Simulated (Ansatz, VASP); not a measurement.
## One calculation of LiCoAs, two programs

```xyz
6
Lattice="3.6579 0.0000 0.0000 0.0000 3.6579 0.0000 0.0000 0.0000 6.0389" Properties=species:S:1:pos:R:3 pbc="T T T"
Li    0.0000    1.8289    4.0511
Li    1.8289    0.0000    1.9878
Co    1.8289    1.8289    0.0000
Co    0.0000    0.0000    0.0000
As    1.8289    0.0000    4.6629
As    0.0000    1.8289    1.3760
```

Change from the starting cell: volume scaled by 0.96.

Alike in both runs: task single point; functional LDA; k mesh 8 × 8 × 5; occupations fermi-dirac, width 0.05 eV; no spin polarisation.

|  | VASP | Ansatz |
| --- | --- | --- |
| version | VASP 6.6.1 | Ansatz 0.2.0 |
| potentials or method | VASP PAW LDA potentials, release 64 (Li_sv, Co, As), cutoff 520 eV | all-electron LAPW, scalar-relativistic |

VASP gave:

| Item | Value |
| --- | --- |
| rms of the force components (eV/Å) | 0.066 |

**Question.** What did Ansatz give for the same quantities?

**Answer.** rms of the force components (eV/Å): 0.054.

LDA's correlation is that of Perdew and Zunger in VASP and of Perdew and Wang (1992) in Ansatz. Atom by atom the forces differ by 0.012 eV/Å (rms over components). Ansatz ran all-electron here, and VASP with PAW potentials.

Noted on VASP's run: the cutoff is under 1.25 times that of the potentials, so the pressure is a little rough.
